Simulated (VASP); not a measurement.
A run of VASP 6.6.1:

POSCAR

```
AlN
1.0
    3.1297569564      0.0000000289      0.0000000000
   -1.5648785032      2.7104490175      0.0000000000
    0.0000000000      0.0000000000      5.0174032965
Al N
2 2
Direct
    0.6666666668      0.3333333333      0.4992353699
    0.3333333334      0.6666666668      0.9992353697
    0.6666666668      0.3333333333      0.8807646297
    0.3333333334      0.6666666668      0.3807646299
```

INCAR.step1

```
SYSTEM = AlN
ALGO = Normal ; EDIFF = 1E-5
ENCUT = 520 ; GGA = PE
ISIF = 2 ; ISMEAR = -1
LASPH = .TRUE. ; LCHARG = .FALSE.
LREAL = .FALSE. ; LWAVE = .TRUE.
NBANDS = 16 ; NELM = 80
PREC = Accurate ; SIGMA = 0.01
```

File INCAR.step2:

```
SYSTEM = AlN
ALGO = Normal ; EDIFF = 1E-6
ENCUT = 520 ; GGA = PE
HFSCREEN = 0.2079 ; ISIF = 2
ISMEAR = -1 ; ISTART = 1
LASPH = .TRUE. ; LCHARG = .FALSE.
LHFCALC = .TRUE. ; LREAL = .FALSE.
LWAVE = .FALSE. ; NBANDS = 16
NELM = 80 ; PREC = Accurate
PRECFOCK = Normal ; SIGMA = 0.01
```

KPOINTS

```
k-points
0
G
  7 7 4
  0 0 0
```

Potentials or basis: VASP PAW PBE potentials, release 64 (Al, N).

Run with:

```bash
$ cat potpaw_PBE.64/Al/POTCAR potpaw_PBE.64/N/POTCAR > POTCAR
$ cp INCAR.step1 INCAR
$ mpirun -np 1 vasp_std > vasp.out
$ cp INCAR.step2 INCAR
$ mpirun -np 1 vasp_std > vasp.out
```

Hardware: 1 thread of Intel(R) Xeon(R) 6975P-C (Granite Rapids), with other jobs on the host.

Task: How long does it take, and how much memory?

Result: Run time: 19 min on 1 thread of Intel(R) Xeon(R) 6975P-C (Granite Rapids) (shared host), peak memory 0.26 GiB. Counts: k points 24.
